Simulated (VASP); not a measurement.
A run of VASP 6.6.1:

INCAR

```
PREC = Accurate
ENCUT = 520
EDIFF = 1E-6
ISMEAR = 0
SIGMA = 0.1
LREAL = F
LASPH = T
NELM = 60
ALGO = Normal
ISIF = 2
LWAVE = F
LCHARG = F
GGA = PS
NBANDS = 20
```

KPOINTS

```
Automatic mesh
0
Gamma
  7 7 4
```

The input POSCAR:

```
GaTc
1.0
    2.8588704400      0.0000000000      0.0000000000
   -1.4294352200      2.4758544300      0.0000000000
    0.0000000000      0.0000000000      4.0762936600
Ga Tc
1 1
Direct
    0.6666666667      0.3333333333      0.5000000000
    0.3333333333      0.6666666667      0.0000000000
```

Potentials or basis: VASP PAW PBE potentials, release 64 (Ga_d, Tc_pv).

Launch:

```sh
$ cat potpaw_PBE.64/Ga_d/POTCAR potpaw_PBE.64/Tc_pv/POTCAR > POTCAR
$ mpirun -np 1 vasp_std > vasp.out
```

Hardware: 1 thread of AMD EPYC 7R13 Processor (Zen 3) (shared host).

Question: Estimate the wall time of this run.

Answer: Wall time 11 s on 1 thread of AMD EPYC 7R13 Processor (Zen 3) (shared host), peak memory 0.12 GiB. Counts: scf iterations 12, k points 24.
